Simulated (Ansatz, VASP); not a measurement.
## Two plane-wave programs on ScBSbP3

```xyz
6
Lattice="4.9841 0.0000 0.0000 0.0000 4.9841 0.0000 0.0000 0.0000 5.3416" Properties=species:S:1:pos:R:3 pbc="T T T"
Sc    0.0000    0.0000    2.6708
B     2.4921    2.4921    0.0000
Sb    0.0000    0.0000    0.0000
P     2.4921    0.0000    2.6708
P     0.0000    2.4921    2.6708
P     2.4921    2.4921    2.6708
```

Alike in both runs: functional PBE; k mesh 8 × 8 × 8; occupations gaussian, width 0.1 eV; no spin polarisation.

Ansatz relaxed the structure, and its values are those at the end. VASP's run is a single point on that final structure, the one shown.

```csv
,VASP,Ansatz
version,VASP 6.6.1,Ansatz 0.2.0
potentials or method,"VASP PAW PBE potentials, release 64 (Sc_sv, B, Sb, P), cutoff 520 eV","scalar-relativistic, plane waves, PAW"
valence electrons in the cell,34,44
```

|  | VASP | Ansatz | Ansatz less VASP |
| --- | --- | --- | --- |
| gap on the k mesh at the Fermi level (eV) | none | none | - |
| pressure (GPa) | 0.0 | 0.0 | +0.02 |

A gap of «none» marks a metal or a gap that the smearing closes. The functional is the same, so the differences come from potentials, cutoffs and numerics. VASP's potentials hold 34 valence electrons a cell and Ansatz's 44, so a difference there can come from the potentials and not from the codes.

Spin-orbit coupling is off throughout.
